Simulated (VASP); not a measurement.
A run of VASP 6.6.1 is set up as follows.

INCAR

```
SYSTEM = HfIn4SiO6
ALGO = Normal
EDIFF = 1E-6
ENCUT = 600
GGA = PE
GGA_COMPAT = .False.
ISIF = 2
ISMEAR = 0
KPAR = 4
LASPH = .True.
LCHARG = .False.
LREAL = .False.
LWAVE = .False.
NBANDS = 63
NELM = 120
PREC = Accurate
SIGMA = 0.02
```

Contents of KPOINTS:

```
k-points
0
Gamma
  6 6 4
  0 0 0
```

The input POSCAR:

```
HfIn4SiO6
1.0
    5.6203097107     -0.0091538569      0.0496932326
   -0.7093622583      6.0771419099      0.0273805353
   -2.6564542538     -1.3413672194      6.5321378622
Hf In Si O
1 4 1 6
Direct
    0.1219202861      0.0143536748      0.1309943622
    0.3871698957      0.9944774182      0.7350535155
    0.7591880931      0.0066794258      0.4986992502
    0.2382910953      0.4878327389      0.5288300926
    0.5986289889      0.4878128880      0.2134643847
    0.8629884632      0.4409171942      0.8531582945
    0.5469532939      0.3855225500      0.7977577999
    0.9231758627      0.3895142322      0.6462398019
    0.9873229577      0.2624461737      0.0010758952
    0.9872072188      0.6976597910      0.9832836423
    0.0926456045      0.0659475132      0.3971005453
    0.4945102401      0.1068363998      0.2143444158
```

Potentials or basis: VASP PAW PBE potentials, release 64 (Hf_pv, In_d, Si, O).

Command:

```console
$ cat potpaw_PBE.64/Hf_pv/POTCAR potpaw_PBE.64/In_d/POTCAR potpaw_PBE.64/Si/POTCAR potpaw_PBE.64/O/POTCAR > POTCAR
$ mpirun -np 4 vasp_std > vasp.out
```

(1) Estimate the largest force.

(2) What does it give for the band gap on the k mesh?

(3) What does it give for the pressure?

## Answers

(1) 0.177 eV/Å.

(2) 0.73 eV (least direct gap 1.04 eV).

(3) 0.5 GPa.

Caveat: semilocal functionals underestimate gaps, and a narrow one can read as zero; spin-orbit coupling is left out, which moves the levels of the heavy elements.
